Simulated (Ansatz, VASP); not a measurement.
## One calculation of CoSn, two programs

The input INCAR:

```
SYSTEM = CoSn
PREC = Accurate
ENCUT = 520
EDIFF = 1E-6
ISMEAR = 0
SIGMA = 0.1
LREAL = .FALSE.
LASPH = .TRUE.
NELM = 60
ALGO = Fast
ISIF = 2
LWAVE = .FALSE.
LCHARG = .FALSE.
GGA = PE
NBANDS = 44
```

The input KPOINTS:

```
regular mesh
0
G
  12 12 8
  0 0 0
```

Contents of POSCAR:

```
CoSn
1.0
    5.6143801764      0.0000000000      0.0000000000
   -2.8071900882      4.8621958593      0.0000000000
    0.0000000000      0.0000000000      4.4841049451
Co Sn
3 3
Direct
    0.0000000000      0.5000000000      0.0000000000
    0.5000000000      0.5000000000      0.0000000000
    0.5000000000      0.0000000000      0.0000000000
    0.6666666667      0.3333333333      0.5000000000
    0.3333333333      0.6666666667      0.5000000000
    0.0000000000      0.0000000000      0.0000000000
```

Input for Ansatz:

```yaml
crystal:
  lattice:
    - [5.6143801764, 0.0, 0.0]
    - [-2.8071900882, 4.8621958593, 0.0]
    - [0.0, 0.0, 4.4841049451]
  atoms:
    - { symbol: Co, position: [0.0, 0.5, 0.0] }
    - { symbol: Co, position: [0.5, 0.5, 0.0] }
    - { symbol: Co, position: [0.5, 0.0, 0.0] }
    - { symbol: Sn, position: [0.6666666667, 0.3333333333, 0.5] }
    - { symbol: Sn, position: [0.3333333333, 0.6666666667, 0.5] }
    - { symbol: Sn, position: [0.0, 0.0, 0.0] }
basis:
  ecutwfc: 420
kpoints:
  mp_grid: { grid: [12, 12, 8] }
hamiltonian:
  xc: pbe
scf:
  occupations: { method: gaussian, width: 0.1 }
output:
  forces: true
  stress: true
  eigenvalues: true
```

Change from the starting cell: equal strain along all axes, cell held, atoms relaxed: +6.0 %.

Alike in both runs: task single point; functional PBE; k mesh 12 × 12 × 8; occupations gaussian, width 0.1 eV; no spin polarisation.

```csv
,VASP,Ansatz
version,VASP 6.6.1,Ansatz 0.2.0
potentials or method,"VASP PAW PBE potentials, release 64 (Co, Sn_d), cutoff 520 eV","scalar-relativistic, plane waves, PAW"
valence electrons in the cell,69,93
```

```tsv
	VASP	Ansatz	Ansatz less VASP
gap on the k mesh at the Fermi level (eV)	none	none	-
pressure (GPa)	-14.5	-14.5	-0.05
```

A gap of «none» marks a metal or a gap that the smearing closes. The functional is the same, so the differences come from potentials, cutoffs and numerics. VASP's potentials hold 69 valence electrons a cell and Ansatz's 93, so a difference there can come from the potentials and not from the codes.
